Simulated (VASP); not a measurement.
# Pt (Fm-3m) in VASP: notebook

Aim: see how the results for Pt move with the level of theory and the settings. Levels: PBE, PBEsol. Tasks: electric field gradients.

All numbers are computed with VASP 6.6.1; they aren't measurements. Logs are shortened: lines on timing, memory, paths and dates and some standing lists are left out, and cuts for length are marked.

## Step 1: The cell of the first run

Symmetry: Fm-3m, No. 225, cubic system. The conventional cell has a = 3.993 Å, b = 3.993 Å, c = 3.993 Å, α = 90.00°, β = 90.00°, γ = 90.00°. Within 3.7 Å of Pt (site symmetry m-3m) lie 12 Pt at 2.82 Å.

## Step 2: Electric field gradients, PBE (volume scaled by 1.06)

The input, INCAR:

```
PREC = Accurate
ENCUT = 520
EDIFF = 1E-8
ISMEAR = -1
SIGMA = 0.03
LREAL = False
LASPH = True
NELM = 80
ALGO = Normal
ISIF = 2
LWAVE = False
LCHARG = False
GGA = PE
LEFG = True
NBANDS = 11
```

The input, KPOINTS:

```
Automatic mesh
0
Gamma
  18 18 18
```

The input, POSCAR:

```
Pt
1.0
    0.0000000000      1.9962999450      1.9962999450
    1.9962999450      0.0000000000      1.9962999450
    1.9962999450      1.9962999450      0.0000000000
Pt
1
Direct
    0.0000000000      0.0000000000      0.0000000000
```

Potentials or basis: VASP PAW PBE potentials, release 64 (Pt).

Command:

```
> cat potpaw_PBE.64/Pt/POTCAR > POTCAR
> mpirun -np 1 vasp_std > vasp.out
```

OUTCAR:

```text
PREC = Accurate
   ENCUT = 520
   EDIFF = 1E-8
   ISMEAR = -1
   LREAL = False
   LASPH = True
   NELM = 80
   ISIF = 2
   GGA = PE

 ion  position               nearest neighbor table
   1  0.000  0.000  0.000-

  LATTYP: Found a face centered cubic cell.
 ALAT       =     3.9925998900

  Lattice vectors:

 A1 = (   0.0000000000,   1.9962999450,   1.9962999450)
 A2 = (   1.9962999450,   0.0000000000,   1.9962999450)
 A3 = (   1.9962999450,   1.9962999450,   0.0000000000)

Analysis of symmetry for initial positions (statically):
=====================================================================
 Subroutine PRICEL returns:
 Original cell was already a primitive cell.

 Routine SETGRP: Setting up the symmetry group for a
 face centered cubic supercell.

 Subroutine GETGRP returns: Found 48 space group operations
 (whereof 48 operations were pure point group operations)
 out of a pool of 48 trial point group operations.

The static configuration has the point symmetry O_h .

Analysis of symmetry for dynamics (positions and initial velocities):
=====================================================================
 Subroutine PRICEL returns:
 Original cell was already a primitive cell.

 Routine SETGRP: Setting up the symmetry group for a
 face centered cubic supercell.

 Subroutine GETGRP returns: Found 48 space group operations
 (whereof 48 operations were pure point group operations)
 out of a pool of 48 trial point group operations.

The dynamic configuration has the point symmetry O_h .

 Subroutine INISYM returns: Found 48 space group operations
 (whereof 48 operations are pure point group operations),
 and found     1 'primitive' translations

----------------------------------------------------------------------------------------

                                     Primitive cell

  volume of cell :      15.9114

  direct lattice vectors                    reciprocal lattice vectors
     0.000000000  1.996299945  1.996299945    -0.250463364  0.250463364  0.250463364
     1.996299945  0.000000000  1.996299945     0.250463364 -0.250463364  0.250463364
     1.996299945  1.996299945  0.000000000     0.250463364  0.250463364 -0.250463364

  length of vectors
     2.823194457  2.823194457  2.823194457     0.433815272  0.433815272  0.433815272

  position of ions in fractional coordinates (direct lattice)
     0.000000000  0.000000000  0.000000000

  ion indices of the primitive-cell ions
   primitive index   ion index
                 1           1

----------------------------------------------------------------------------------------

 KPOINTS: Automatic mesh

Automatic generation of k-mesh.
 Grid dimensions read from file:
 generate k-points for:   18   18   18

 Generating k-lattice:

  Cartesian coordinates                     Fractional coordinates (reciprocal lattice)
    -0.013914631  0.013914631  0.013914631     0.055555556  0.000000000  0.000000000
     0.013914631 -0.013914631  0.013914631     0.000000000  0.055555556  0.000000000
     0.013914631  0.013914631 -0.013914631     0.000000000  0.000000000  0.055555556

  Length of vectors
     0.024100848  0.024100848  0.024100848

  Shift w.r.t. Gamma in fractional coordinates (k-lattice)
     0.000000000  0.000000000  0.000000000

 Subroutine IBZKPT returns following result:
 ===========================================

 Found    195 irreducible k-points:

 Following reciprocal coordinates:
            Coordinates               Weight
  0.000000  0.000000  0.000000      1.000000
  0.055556  0.000000  0.000000      8.000000
  0.111111  0.000000  0.000000      8.000000
  0.166667  0.000000  0.000000      8.000000
  0.222222  0.000000  0.000000      8.000000
  0.277778  0.000000  0.000000      8.000000
[... 16 lines left out ...]
 -0.277778  0.055556  0.000000     24.000000
 -0.222222  0.055556  0.000000     24.000000
 [... further k-points ...]
   k-points           NKPTS =    195   k-points in BZ     NKDIM =    195   number of bands    NBANDS=     11
   number of dos      NEDOS =    301   number of ions     NIONS =      1
   total plane-waves  NPLWV =  13824
   dimension x,y,z NGX =    24 NGY =   24 NGZ =   24
   dimension x,y,z NGXF=    48 NGYF=   48 NGZF=   48
   ions per type =               1
   NGX,Y,Z   is equivalent  to a cutoff of  14.13, 14.13, 14.13 a.u.
   NGXF,Y,Z  is equivalent  to a cutoff of  28.27, 28.27, 28.27 a.u.
 SYSTEM =  unknown system
   PREC   = accura    normal or accurate (medium, high low for compatibility)
   ISTART =      0    job   : 0-new  1-cont  2-samecut
   ICHARG =      2    charge: 1-file 2-atom 10-const
   ISPIN  =      1    spin polarized calculation?
   LNONCOLLINEAR =      F non collinear calculations
   LSORBIT =      F    spin-orbit coupling
   LASPH  =      T    aspherical Exc in radial PAW
   ENCUT  =  520.0 eV  38.22 Ry    6.18 a.u.   5.25  5.25  5.25*2*pi/ulx,y,z
   NELM   =     80;   NELMIN=  2; NELMDL= -5     # of ELM steps
   EDIFF  = 0.1E-07   stopping-criterion for ELM
   LREAL  =      F    real-space projection
   EDIFFG = 0.1E-06   stopping-criterion for IOM
   NSW    =      0    number of steps for IOM
   IBRION =     -1    ionic relax: 0-MD 1-quasi-New 2-CG
   NFREE  =      0    steps in history (QN), initial steepest desc. (CG)
   ISIF   =      2    stress and relaxation
   ISYM   =      2    0-nonsym 1-usesym 2-fastsym
   POTIM  = 0.5000    time-step for ionic-motion
   TEBEG  =    0.0;   TEEND  =   0.0 temperature during run
   PSTRESS=    0.0 pullay stress
   NELECT =      10.0000    total number of electrons
   NUPDOWN=      -1.0000    fix difference up-down
   EMIN   =  10.00;   EMAX   =-10.00  energy-range for DOS
   EFERMI =   0.00;   METHOD = LEGACY
   ISMEAR =    -1;   SIGMA  =   0.03  broadening in eV -4-tet -1-fermi 0-gaus
   EFERMI_NEDOS =   21; number of points for ismear=-14 and -15
   IALGO  =     38    algorithm
   IMIX   =      4    mixing-type and parameters
     AMIX     =   0.40;   BMIX     =  1.00
     AMIX_MAG =   1.60;   BMIX_MAG =  1.00
  volume/ion in A,a.u.               =      15.91       107.38
  Fermi-wavevector in a.u.,A,eV,Ry     =   1.402294  2.649951 26.754879  1.966428
  Thomas-Fermi vector in A             =   2.525070
   LORBIT       =      0    0 simple, 1 ext, 2 COOP (PROOUT), +10 PAW based schemes
   GGA     = PE    functional components
   LHFCALC =     F    Hartree Fock is set to
   AEXX    =    0.0000 exact exchange contribution
   IVDW    =     0    specifies the selected vdW correction
   LEPSILON=     F    determine dielectric tensor
   LRPA    =     F    only Hartree local field effects (RPA)
 non-spin polarized calculation
  energy-cutoff  :      520.00
  volume of cell :       15.91
 maximum number of plane-waves:       444
 NGX is ok and might be reduce to    24
   NGX = 11   NGY = 11   NGZ = 11

 number of electron      10.0000001 magnetization

 Free energy of the ion-electron system (eV)
  ---------------------------------------------------
  ext. energy  EPLUGINS =         0.00000000
  ---------------------------------------------------
  free energy    TOTEN  =        -6.09363730 eV

  energy without entropy =       -6.08669002  energy(sigma->0) =       -6.09016366

 E-fermi :  10.2633     XC(G=0): -13.1705

 val. band max:       10.2611867615   @ k =  -0.3333   0.3889   0.1111
 cond. band min:      10.2706720527   @ k =   0.4444   0.1111   0.0000
 fundamental gap:      0.0094852912
 Fermi energy:        10.2633270878

 k-point     1 :       0.0000    0.0000    0.0000
  band No.  band energies     occupation
      1       0.6368      2.00000
      2       6.7908      2.00000
      3       6.7908      2.00000
      4       6.7908      2.00000
      5       8.7623      2.00000
      6       8.7623      2.00000
      7      25.0374      0.00000
      8      29.7021      0.00000
      9      29.7021      0.00000
     10      29.7021      0.00000
     11      34.8542      0.00000

 k-point     2 :       0.0556    0.0000    0.0000
  band No.  band energies     occupation
      1       0.7549      2.00000
      2       6.7401      2.00000
      3       6.8368      2.00000
      4       6.8368      2.00000
      5       8.7373      2.00000
      6       8.7373      2.00000
      7      25.2142      0.00000
      8      29.0366      0.00000
      9      29.8764      0.00000
     10      29.8764      0.00000
     11      35.5566      0.00000
[... 295 lines left out ...]
 k-point    24 :      -0.2222    0.0556    0.0000
  band No.  band energies     occupation
      1       2.5971      2.00000
      2       6.3440      2.00000
      3       7.1547      2.00000
      4       7.2163      2.00000
      5       8.5950      2.00000
      6       9.2144      2.00000
      7      23.6373      0.00000
      8      26.6953      0.00000
      9      30.7626      0.00000
     10      32.3307      0.00000
     11      33.5049      0.00000

 [... further k-points ...]

------------------------ aborting loop because EDIFF is reached ----------------------------------------

  FORCE on cell =-STRESS in cart. coord.  units (eV):
  Direction    XX          YY          ZZ          XY          YZ          ZX
  --------------------------------------------------------------------------------------
  -------------------------------------------------------------------------------------
  Total       -0.4481788     -0.4481788     -0.4481788     -0.0000000     -0.0000000      0.0000000
  in kB      -45.1288733    -45.1288733    -45.1288733     -0.0000000     -0.0000000      0.0000000
  external PRESSURE =     -45.1288733 kB  Pullay stress =       0.0000000 kB

 VOLUME and BASIS-vectors are now :
 -----------------------------------------------------------------------------
  energy-cutoff  :      520.00
  volume of cell :       15.91
      direct lattice vectors                 reciprocal lattice vectors
     0.000000000  1.996299945  1.996299945    -0.250463364  0.250463364  0.250463364
     1.996299945  0.000000000  1.996299945     0.250463364 -0.250463364  0.250463364
     1.996299945  1.996299945  0.000000000     0.250463364  0.250463364 -0.250463364

 POSITION                                       TOTAL-FORCE (eV/Angst)
 -----------------------------------------------------------------------------------
      0.00000      0.00000      0.00000         0.000000      0.000000      0.000000
 -----------------------------------------------------------------------------------
    total drift:                               -0.000000      0.000000     -0.000000

  FREE ENERGIE OF THE ION-ELECTRON SYSTEM (eV)
  ---------------------------------------------------
  free  energy   TOTEN  =        -6.0936372953 eV

  energy  without entropy=       -6.0866900214  energy(sigma->0) =       -6.09016366

 Electric field gradients (V/A^2)
---------------------------------------------------------------------
 ion       V_xx      V_yy      V_zz      V_xy      V_xz      V_yz
---------------------------------------------------------------------
   1      -0.000    -0.000    -0.000     0.000     0.000     0.000
---------------------------------------------------------------------

 Electric field gradients after diagonalization (V/A^2)
 (convention: |V_zz| > |V_xx| > |V_yy|)
----------------------------------------------------------------------
 ion       V_xx      V_yy      V_zz     asymmetry (V_yy - V_xx)/ V_zz
----------------------------------------------------------------------
   1      -0.000    -0.000     0.000       0.000
----------------------------------------------------------------------

           NMR quadrupolar parameters

 Cq : quadrupolar parameter    Cq=e*Q*V_zz/h
 eta: asymmetry parameters     (V_yy - V_xx)/ V_zz
 Q  : nuclear electric quadrupole moment in mb (millibarn)
----------------------------------------------------------------------
 ion       Cq(MHz)       eta       Q (mb)
----------------------------------------------------------------------
   1       0.000       0.000       1.000
----------------------------------------------------------------------
```

Wall time 41 s (1 thread of AMD EPYC 9R45 (Zen 5), shared host); peak memory 0.14 GiB.

Results:

```
Free energy            : -6.0936 eV
Pressure               : -4.5 GPa
Band gap on the k mesh : zero (band 5 reaches 10.70 eV, above the bottom of band 6 at 8.67 eV)
```

Caveat: without QUAD_EFG the Cq values of the log hold for a quadrupole moment of 1 mb, not for the nuclei; spin-orbit coupling is left out, which moves the levels of the heavy elements.

(Continued in part 2 of 2.)
